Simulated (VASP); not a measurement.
Set up this calculation in VASP 6.6.1, as the native input.

```yaml
Task: single point
Functional: LDA
Potentials_or_basis: VASP PAW LDA potentials, release 64 (C)
Cutoff: 520 eV
k_mesh: 12 × 12 × 12
Occupations: gaussian, width 0.05 eV
Spin: no spin polarisation
Dipole_correction: no
Further_INCAR_settings: ALGO = Normal; EDIFF = 1e-06; NBANDS = 11
```

The structure of C lies in POSCAR:

```
C
1.0
    0.0000000000      1.8528137914      1.6423341447
    1.8528137914      0.0000000000      1.6423341447
    1.8528137914      1.8528137914      0.0000000000
C
2
Direct
    0.5000000000      0.5000000000      0.5000000000
    0.7500000000      0.7500000000      0.7500000000
```

This cell differs from its parent crystal: volume 5.638 Å^3 an atom, c/a of the conventional cell 0.8864.

These files were run (other wordings do the same):

INCAR

```
PREC = Accurate ; ENCUT = 520
EDIFF = 1E-6 ; ISMEAR = 0
SIGMA = 0.05 ; LREAL = F
LASPH = T ; NELM = 80
ALGO = Normal ; ISIF = 2
LWAVE = F ; LCHARG = F
GGA = CA ; NBANDS = 11
```

KPOINTS

```
regular mesh
0
Gamma
  12 12 12
```

Potentials or basis: VASP PAW LDA potentials, release 64 (C).

Launch:

```sh
$ cat potpaw_LDA.64/C/POTCAR > POTCAR
$ mpirun -np 1 vasp_std > vasp.out
```

It gave:

The pressure is -8.9 GPa and the band gap on the k mesh is 1.22 eV, indirect (least direct gap 3.66 eV).

It took 6.1 s on 1 thread of Intel Xeon 6975P-C (shared host), peak memory 0.12 GiB.
